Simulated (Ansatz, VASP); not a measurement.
SiC: VASP beside Ansatz

```xyz
2
Lattice="0.0000 2.1781 2.1781 2.1781 0.0000 2.1781 2.1781 2.1781 0.0000" Properties=species:S:1:pos:R:3 pbc="T T T"
Si    0.0000    0.0000    0.0000
C     1.0890    1.0890    1.0890
```

Alike in both runs: task single point; functional PBE-based screened hybrid; k mesh 4 × 4 × 4; no spin polarisation.

|  | VASP | Ansatz |
| --- | --- | --- |
| version | VASP 6.6.1 | Ansatz 0.2.0 |
| potentials or method | VASP PAW PBE potentials, release 64 (Si, C) | plane waves |
| plane-wave cutoff (eV) | 520 | 420 |
| occupations | gaussian, width 0.01 eV | fixed |
| valence electrons in the cell | 8 | 8 |

Ansatz gave:

- gap on the k mesh at the Fermi level (eV): 6.63
- pressure (GPa): -13.7

**Question.** What did VASP give for the same quantities?

**Answer.** gap on the k mesh at the Fermi level (eV): 6.80; pressure (GPa): -16.1.

VASP's potentials were made for PBE, not for PBE-based screened hybrid. Ansatz's warnings: stress exchange threshold loose, stress scf threshold loose.

The k mesh is coarse, so the values compare programs but aren't converged.
